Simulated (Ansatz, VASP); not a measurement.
# One calculation of GaN, two programs

INCAR

```
SYSTEM = GaN
ALGO = Normal
EDIFF = 1E-6
ENCUT = 520
GGA = PE
ISIF = 2
ISMEAR = -1
LASPH = .True.
LCHARG = .True.
LELF = .True.
LREAL = .False.
LVHAR = .True.
LWAVE = .False.
NBANDS = 16
NELM = 100
PREC = Accurate
SIGMA = 0.02
```

File KPOINTS:

```
k-points
0
Gamma
  13 13 13
  0 0 0
```

POSCAR

```
GaN
1.0
    0.0597750000      2.0223875000      2.0223875000
    2.0223875000      0.0597750000      2.0223875000
    2.0223875000      2.0223875000      0.0597750000
Ga N
1 1
Direct
    0.5000000000      0.5000000000      0.5000000000
    0.0000000000      0.0000000000      0.0000000000
```

Input for Ansatz:

```yaml
crystal:
  lattice:
    - [0.059775, 2.0223875, 2.0223875]
    - [2.0223875, 0.059775, 2.0223875]
    - [2.0223875, 2.0223875, 0.059775]
  atoms:
    - { symbol: Ga, position: [0.5, 0.5, 0.5] }
    - { symbol: "N", position: [0.0, 0.0, 0.0] }
kpoints:
  mp_grid: { grid: [13, 13, 13] }
  band_path:
    path:
      - [0.0, 0.0, 0.0]
      - [0.5, 0.5, 0.5]
      - [0.2428775097, 0.5, 0.7571224903]
      - [-0.2428775097, 0.2428775097, 0.5]
      - [0.0, 0.0, 0.5]
      - [0.0, 0.0, 0.0]
      - [-0.3714387548, 0.0, 0.3714387548]
      - [0.0, 0.3714387548, 0.6285612452]
      - [0.0, 0.5, 0.5]
    npoints: 5
scf:
  occupations: { method: fermi_dirac, width: 0.02 }
hamiltonian:
  xc: pbe
  pseudopotentials: { kind: all_electron, lapw: { basis_error: 0.001 } }
output:
  forces: true
  stress: true
  eigenvalues: true
```

Change from the starting cell: equal xy, yz and zx shear strains of +3 %.

Alike in both runs: task single point; functional PBE; k mesh 13 × 13 × 13; occupations fermi-dirac, width 0.02 eV; no spin polarisation.

```csv
,VASP,Ansatz
version,VASP 6.6.1,Ansatz 0.2.0
potentials or method,"VASP PAW PBE potentials, release 64 (Ga_d, N), cutoff 520 eV","all-electron LAPW, scalar-relativistic"
```

```tsv
	VASP	Ansatz	Ansatz less VASP
gap on the k mesh at the Fermi level (eV)	1.71	1.73	+0.017
pressure (GPa)	70.6	69.4	-1.18
traceless stress, the component that is largest in VASP (GPa)	-8.26	-8.29	-0.029
```

Both programs put the cell under a high pressure, so it lies far from rest at this level. Ansatz ran all-electron here, and VASP with PAW potentials.

Noted on VASP's run: the cell as given lies far from equilibrium.
